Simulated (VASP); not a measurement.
Set up this calculation in VASP 6.6.1, as the native input.

* Task: single point
* Functional: PBEsol
* Potentials or basis: VASP PAW PBE potentials, release 64 (Sb)
* Cutoff: 520 eV
* k mesh: 21 × 21 × 21
* Occupations: fermi-dirac, width 0.15 eV
* Spin: no spin polarisation
* Dipole correction: no
* Further INCAR settings: ALGO = Normal; EDIFF = 1e-06; NBANDS = 8

The structure of Sb lies in POSCAR:

```
Sb
1.0
    3.1138737501      0.0000000000      0.0000000000
    0.0000000000      3.1138737501      0.0000000000
    0.0000000000      0.0000000000      3.1138737501
Sb
1
Direct
    0.0000000000      0.0000000000      0.0000000000
```

The input as run:

INCAR

```
ALGO = Normal ; EDIFF = 1E-6
ENCUT = 520 ; GGA = PS
ISIF = 2 ; ISMEAR = -1
LASPH = True ; LCHARG = True
LELF = True ; LREAL = False
LVHAR = True ; LWAVE = False
NBANDS = 8 ; NELM = 80
PREC = Accurate ; SIGMA = 0.15
```

KPOINTS

```
k-points
0
Gamma
  21 21 21
```

Potentials or basis: VASP PAW PBE potentials, release 64 (Sb).

Launch:

```bash
$ cat potpaw_PBE.64/Sb/POTCAR > POTCAR
$ mpirun -np 1 vasp_std > vasp.out
```

It gave:

```yaml
Pressure: -2.7 GPa
```

Caveat: the PAW data sets were made with another functional, which shifts forces and pressure a little.

Wall time 34 s on 1 thread of Intel Xeon 8259CL, on a shared host, peak memory 0.19 GiB.
